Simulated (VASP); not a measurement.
Here is a VASP 6.6.1 calculation.

The input INCAR:

```
PREC     = Accurate       # precision mode
ENCUT    = 600            # plane-wave cutoff, eV
EDIFF    = 1E-6           # SCF threshold, eV
ISMEAR   = 0              # smearing method
SIGMA    = 0.01           # smearing width, eV
LREAL    = F              # projectors in reciprocal space
LASPH    = T              # aspherical terms in the spheres
NELM     = 80             # most SCF steps
ALGO     = Normal         # electronic algorithm
ISIF     = 3              # what is computed and relaxed
LWAVE    = F              # write WAVECAR
LCHARG   = F              # write CHGCAR
GGA      = PE             # functional
IBRION   = 2              # ionic algorithm
NSW      = 80             # ionic steps
EDIFFG   = -0.015         # ionic threshold
```

File KPOINTS:

```
regular mesh
0
Gamma
  6 6 6
```

POSCAR

```
GaAs
1.0
    5.7437080156      0.0000000000      0.0000000000
    0.0000000000     -5.7437080156      0.0000000000
    0.0000000000      0.0000000000     -5.7437080156
Ga As
4 4
Direct
    0.0000000000      0.0000000000      0.0000000000
    0.5000000000      0.5000000000      0.0000000000
    0.5000000000      0.0000000000      0.5000000000
    0.0000000000      0.5000000000      0.5000000000
    0.7500000000      0.7500000000      0.7500000000
    0.2500000000      0.2500000000      0.7500000000
    0.2500000000      0.7500000000      0.2500000000
    0.7500000000      0.2500000000      0.2500000000
```

Potentials or basis: VASP PAW PBE potentials, release 64 (Ga_d, As).

Command:

```console
$ cat potpaw_PBE.64/Ga_d/POTCAR potpaw_PBE.64/As/POTCAR > POTCAR
$ mpirun -np 1 vasp_std > vasp.out
```

Problem. Estimate the relaxed cell.

Solution. a = 5.752 Å, b = 5.752 Å, c = 5.752 Å, α = 90.00°, β = 90.00°, γ = 90.00°.

Problem. Estimate the relaxed volume.

Solution. 23.79 Å³/atom.

Problem. What does it give for the band gap on the k mesh?

Solution. 0.14 eV.

Final structure:
```xyz
8
Lattice="5.7520 0.0000 0.0000 0.0000 -5.7520 0.0000 0.0000 0.0000 -5.7520" Properties=species:S:1:pos:R:3 pbc="T T T"
Ga    0.0000   -5.7520    0.0000
Ga    2.8760   -2.8760    0.0000
Ga    2.8760   -5.7520   -2.8760
Ga    0.0000   -2.8760   -2.8760
As    4.3140   -4.3140   -4.3140
As    1.4380   -1.4380   -4.3140
As    1.4380   -4.3140   -1.4380
As    4.3140   -1.4380   -1.4380
```

Caveat: semilocal functionals underestimate gaps, and a narrow one can read as zero.
